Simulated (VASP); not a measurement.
Input of a VASP 6.6.1 run:

Contents of INCAR:

```
SYSTEM = LiPdF3
PREC = Accurate
ENCUT = 600
EDIFF = 1E-7
ISMEAR = -1
SIGMA = 0.03
LREAL = .FALSE.
LASPH = .TRUE.
NELM = 60
ALGO = Normal
ISIF = 3
LWAVE = .FALSE.
LCHARG = .FALSE.
GGA = PS
IBRION = 2
NSW = 100
EDIFFG = -0.01
```

KPOINTS

```
Automatic mesh
0
G
  6 6 6
  0 0 0
```

File POSCAR:

```
LiPdF3
1.0
    5.2927665600      0.0000000000      0.0000000000
   -2.6463832800      4.5836703000      0.0000000000
    0.0000000000      0.0000000000      4.7149653400
Li Pd F
2 2 6
Direct
    0.6666666700      0.3333333300      0.2500000000
    0.3333333300      0.6666666700      0.7500000000
    0.0000000000      0.0000000000      0.5000000000
    0.0000000000      0.0000000000      0.0000000000
    0.3257619000      0.1628809500      0.7500000000
    0.6742381000      0.8371190500      0.2500000000
    0.8371190500      0.1628809500      0.7500000000
    0.1628809500      0.8371190500      0.2500000000
    0.8371190500      0.6742381000      0.7500000000
    0.1628809500      0.3257619000      0.2500000000
```

Potentials or basis: VASP PAW PBE potentials, release 64 (Li_sv, Pd, F).

The run is started by

```sh
$ cat potpaw_PBE.64/Li_sv/POTCAR potpaw_PBE.64/Pd/POTCAR potpaw_PBE.64/F/POTCAR > POTCAR
$ mpirun -np 1 vasp_std > vasp.out
```

Problem. Estimate the space group after relaxing (to 0.1 Å).

Solution. P6_3/mmc (No. 194).

Problem. Predict the relaxed cell.

Solution. a = 5.131 Å, b = 5.131 Å, c = 6.040 Å, α = 90.00°, β = 90.00°, γ = 120.00°.

Problem. Predict the band gap on the k mesh.

Solution. Zero (bands 34 and 35 overlap by 0.12 eV).

Problem. Predict the relaxed volume.

Solution. 13.77 Å³/atom.

Final structure:
```cif
data_structure
_symmetry_space_group_name_H-M 'P 1'
_symmetry_Int_Tables_number 1
_cell_length_a 5.1314
_cell_length_b 5.1314
_cell_length_c 6.0398
_cell_angle_alpha 90.000
_cell_angle_beta 90.000
_cell_angle_gamma 120.000
_cell_volume 137.73
loop_
_atom_site_label
_atom_site_type_symbol
_atom_site_fract_x
_atom_site_fract_y
_atom_site_fract_z
_atom_site_occupancy
Li1 Li 0.66667 0.33333 0.25000 1
Li2 Li 0.33333 0.66667 0.75000 1
Pd1 Pd 0.00000 0.00000 0.50000 1
Pd2 Pd 0.00000 0.00000 0.00000 1
F1 F 0.33715 0.16858 0.75000 1
F2 F 0.66284 0.83142 0.25000 1
F3 F 0.83142 0.16858 0.75000 1
F4 F 0.16858 0.83142 0.25000 1
F5 F 0.83142 0.66284 0.75000 1
F6 F 0.16858 0.33716 0.25000 1
```

Caveat: the cutoff is under 1.25 times the usual one of these potentials, so pressure, stress and relaxed cells hold a basis-set (Pulay) error; the volume moved by over 15 % at a fixed basis, so the end points are rough; the PAW data sets were made with another functional, which shifts forces and pressure a little.
